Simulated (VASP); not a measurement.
# CuO (F-43m) in VASP: elastic constants with r2SCAN

Aim: the elastic constants of CuO with r2SCAN.

Everything below comes from runs of VASP 6.6.1. Logs are shortened: lines on timing, memory, paths and dates and some standing lists are left out, and cuts for length are marked.

## Step 1: The cell of the first run

The structure is cubic, space group F-43m (No. 216). Conventional cell: a = 4.655 Å, b = 4.655 Å, c = 4.655 Å, α = 90.00°, β = 90.00°, γ = 90.00°. Within 2.7 Å of Cu (site symmetry -43m) lie 4 O at 2.02 Å. O (site symmetry -43m) has 4 Cu at 2.02 Å within 2.7 Å.

## Step 2: Elastic constants, r2SCAN

The input, INCAR:

```
PREC = Accurate
ENCUT = 600
EDIFF = 1E-8
ISMEAR = -1
SIGMA = 0.05
LREAL = False
LASPH = True
NELM = 80
ALGO = Normal
ISIF = 3
LWAVE = False
LCHARG = False
METAGGA = R2SCAN
LMIXTAU = True
IBRION = 6
NFREE = 2
POTIM = 0.015
NSW = 1
```

The input, KPOINTS:

```
Automatic mesh
0
Gamma
  8 8 8
```

The input, POSCAR:

```
CuO
1.0
    0.0000000000      2.3272527300      2.3272527300
    2.3272527300      0.0000000000      2.3272527300
    2.3272527300      2.3272527300      0.0000000000
Cu O
1 1
Direct
    0.0000000000      0.0000000000      0.0000000000
    0.2500000000      0.2500000000      0.2500000000
```

Potentials or basis: VASP PAW PBE potentials, release 64 (Cu, O).

Command:

```bash
$ cat potpaw_PBE.64/Cu/POTCAR potpaw_PBE.64/O/POTCAR > POTCAR
$ mpirun -np 1 vasp_std > vasp.out
```

OUTCAR:

```text
PREC = Accurate
   ENCUT = 600
   EDIFF = 1E-8
   ISMEAR = -1
   LREAL = False
   LASPH = True
   NELM = 80
   ISIF = 3
   METAGGA = R2SCAN
   IBRION = 6
   NFREE = 2
   POTIM = 0.015
   NSW = 1

 ion  position               nearest neighbor table
   1  0.000  0.000  0.000-   2 2.02   2 2.02   2 2.02   2 2.02
   2  0.250  0.250  0.250-   1 2.02   1 2.02   1 2.02   1 2.02

  LATTYP: Found a face centered cubic cell.
 ALAT       =     4.6545054600

  Lattice vectors:

 A1 = (   0.0000000000,   2.3272527300,   2.3272527300)
 A2 = (   2.3272527300,   0.0000000000,   2.3272527300)
 A3 = (   2.3272527300,   2.3272527300,   0.0000000000)

Analysis of symmetry for initial positions (statically):
=====================================================================
 Subroutine PRICEL returns:
 Original cell was already a primitive cell.

 Routine SETGRP: Setting up the symmetry group for a
 face centered cubic supercell.

 Subroutine GETGRP returns: Found 24 space group operations
 (whereof 24 operations were pure point group operations)
 out of a pool of 48 trial point group operations.

The static configuration has the point symmetry T_d .

Analysis of symmetry for dynamics (positions and initial velocities):
=====================================================================
 Subroutine PRICEL returns:
 Original cell was already a primitive cell.

 Routine SETGRP: Setting up the symmetry group for a
 face centered cubic supercell.

 Subroutine GETGRP returns: Found 24 space group operations
 (whereof 24 operations were pure point group operations)
 out of a pool of 48 trial point group operations.

The dynamic configuration has the point symmetry T_d .

 Subroutine INISYM returns: Found 24 space group operations
 (whereof 24 operations are pure point group operations),
 and found     1 'primitive' translations

----------------------------------------------------------------------------------------

[... 695 lines left out ...]
      9       2.4797      1.99560
     10      10.5373      0.00000
     11      11.0261      0.00000
     12      14.5182      0.00000

 [... further k-points ...]

------------------------ aborting loop because EDIFF is reached ----------------------------------------

  FORCE on cell =-STRESS in cart. coord.  units (eV):
  Direction    XX          YY          ZZ          XY          YZ          ZX
  --------------------------------------------------------------------------------------
  -------------------------------------------------------------------------------------
  Total       -2.2957560     -2.2957011     -2.2957011      0.0000000      0.0137102     -0.0000000
  in kB     -145.9068437   -145.9033537   -145.9033537      0.0000000      0.8713544     -0.0000000
  external PRESSURE =    -145.9045170 kB  Pullay stress =       0.0000000 kB
[... 17 lines left out ...]
  FREE ENERGIE OF THE ION-ELECTRON SYSTEM (eV)
  ---------------------------------------------------
  free  energy   TOTEN  =       -17.7490827896 eV

  energy  without entropy=      -17.7289853681  energy(sigma->0) =      -17.73903408

 INTERNAL STRAIN TENSORS FROM STRAINED CELLS
 ============================================

 INTERNAL STRAIN TENSOR FOR ION    1 for displacements in x,y,z  (eV/Angst):
          X           Y           Z          XY          YZ          ZX
  --------------------------------------------------------------------------------
  x    -0.00000     0.00000    -0.00000     0.00000     0.87757     0.00000
  y     0.00000    -0.00000    -0.00000    -0.00000    -0.00000     0.87748
  z    -0.00000    -0.00000    -0.00000     0.87717    -0.00000     0.00000

 INTERNAL STRAIN TENSORS FROM DISPLACED ATOMS
 ============================================

 INTERNAL STRAIN TENSOR FOR ION    1 for displacements in x,y,z  (eV/Angst):
          X           Y           Z          XY          YZ          ZX
  --------------------------------------------------------------------------------
  x     0.00000     0.00000     0.00000     0.00000     0.84154    -0.00000
  y    -0.00000     0.00000    -0.00000    -0.00000     0.00000     0.84154
  z     0.00000     0.00000     0.00000     0.84154    -0.00000    -0.00000

 INTERNAL STRAIN TENSOR FOR ION    2 for displacements in x,y,z  (eV/Angst):
          X           Y           Z          XY          YZ          ZX
  --------------------------------------------------------------------------------
  x     0.00000     0.00000     0.00000    -0.00000    -0.92315    -0.00000
  y     0.00000     0.00000     0.00000    -0.00000    -0.00000    -0.92315
  z     0.00000     0.00000     0.00000    -0.92315    -0.00000    -0.00000

 Eigenvectors and eigenvalues of the dynamical matrix
 ----------------------------------------------------

   1 f  =    6.742871 THz    42.366707 2PiTHz  224.917963 cm-1    27.886261 meV
             X         Y         Z           dx          dy          dz
      0.000000  0.000000  0.000000    -0.460386    0.000000    0.000000
      1.163626  1.163626  1.163626     0.887719    0.000000    0.000000
[... 21 lines left out ...]
   6 f/i=    0.090073 THz     0.565947 2PiTHz    3.004523 cm-1     0.372513 meV
             X         Y         Z           dx          dy          dz
      0.000000  0.000000  0.000000     0.000000    0.000000    0.887719
      1.163626  1.163626  1.163626     0.000000    0.000000    0.460386

--------------------------------------------------------------------------------------------------------

 ELASTIC MODULI CONTR FROM IONIC RELAXATION (kBar)
 Direction    XX          YY          ZZ          XY          YZ          ZX
 --------------------------------------------------------------------------------
 XX          -0.0000     -0.0000     -0.0000     -0.0000     -0.0000      0.0000
 YY          -0.0000     -0.0000     -0.0000     -0.0000     -0.0000     -0.0000
 ZZ          -0.0000     -0.0000     -0.0000     -0.0000     -0.0000      0.0000
 XY          -0.0000     -0.0000     -0.0000    -20.3643     -0.0000      0.0000
 YZ          -0.0000     -0.0000     -0.0000     -0.0000    -20.3643      0.0000
 ZX           0.0000     -0.0000      0.0000      0.0000      0.0000    -20.3643
 --------------------------------------------------------------------------------

 TOTAL ELASTIC MODULI (kBar)
 Direction    XX          YY          ZZ          XY          YZ          ZX
 --------------------------------------------------------------------------------
 XX        1218.4212    885.3248    885.3248     -0.0000     -0.0000      0.0000
 YY         885.3248   1218.4212    885.3248      0.0000     -0.0000     -0.0000
 ZZ         885.3248    885.3248   1218.4212     -0.0000     -0.0000      0.0000
 XY          -0.0000      0.0000     -0.0000    457.0184     -0.0000      0.0000
 YZ          -0.0000     -0.0000     -0.0000     -0.0000    457.0184      0.0000
 ZX           0.0000     -0.0000      0.0000      0.0000      0.0000    457.0184
 --------------------------------------------------------------------------------
```

OSZICAR:

```text
N       E                     dE             d eps       ncg     rms          rms(c)
DAV:   1     0.106229328766E+03    0.10623E+03   -0.92455E+03   720   0.220E+03
DAV:   2    -0.127865645758E+02   -0.11902E+03   -0.10824E+03   716   0.352E+02
[... 290 lines left out ...]
DAV:   7    -0.177490819259E+02   -0.69017E-06   -0.42306E-06  2396   0.321E-02    0.254E-03
DAV:   8    -0.177490822017E+02   -0.27579E-06   -0.14618E-06  2452   0.163E-02    0.101E-03
DAV:   9    -0.177490827638E+02   -0.56208E-06   -0.47778E-07  2360   0.932E-03    0.296E-04
DAV:  10    -0.177490827353E+02    0.28486E-07   -0.53345E-08  2520   0.385E-03    0.150E-04
DAV:  11    -0.177490827980E+02   -0.62719E-07   -0.50678E-09  1860   0.130E-03    0.311E-05
DAV:  12    -0.177490827896E+02    0.83944E-08   -0.47455E-10  1304   0.381E-04
  17 F= -.17749083E+02 E0= -.17739034E+02  d E =-.200974E-01
```

stdout:

```text
POSCAR found type information on POSCAR CuO
 POSCAR found :  2 types and       2 ions
 scaLAPACK will be used
 -----------------------------------------------------------------------------
|                                                                             |
|                                                                             |
|     You enforced a specific xc type in the INCAR file but a different       |
|     I HOPE YOU KNOW WHAT YOU ARE DOING!                                     |
[... 32 lines left out ...]
 Finite differences progress:
 bond charge predicted
 Finite differences progress:
 bond charge predicted
 Finite differences progress:
 bond charge predicted
 Finite differences progress:
 bond charge predicted
 Finite differences progress:
 bond charge predicted
 Finite differences progress:
 bond charge predicted
 Finite differences progress:
```

Wall time 24 min (1 thread of Intel Xeon 6975P-C (Granite Rapids), shared host); peak memory 0.26 GiB.

What came out:

* Elastic constants C11, C12, C44: 122, 89, 46 GPa
* Voigt bulk modulus: 100 GPa
* Highest phonon frequency at Γ, LO-TO splitting left out: 225 cm⁻¹

Phonon frequencies in cm⁻¹ (negative: imaginary):
| q point | frequencies |
| --- | --- |
| (0.000, 0.000, 0.000) | -3 -3 -3 225 225 225 |

Elastic tensor in Voigt notation (GPa, in the Cartesian axes of the cell as first typed):
```
122  89  89   0   0   0
 89 122  89   0   0   0
 89  89 122   0   0   0
  0   0   0  46   0   0
  0   0   0   0  46   0
  0   0   0   0   0  46
```

Clamped-ion elastic tensor (GPa):
```
122  89  89   0   0   0
 89 122  89   0   0   0
 89  89 122   0   0   0
  0   0   0  48   0   0
  0   0   0   0  48   0
  0   0   0   0   0  48
```

Caveat: the cell is under stress, which shifts elastic constants; the PAW data sets were made with another functional, which shifts forces and pressure a little.
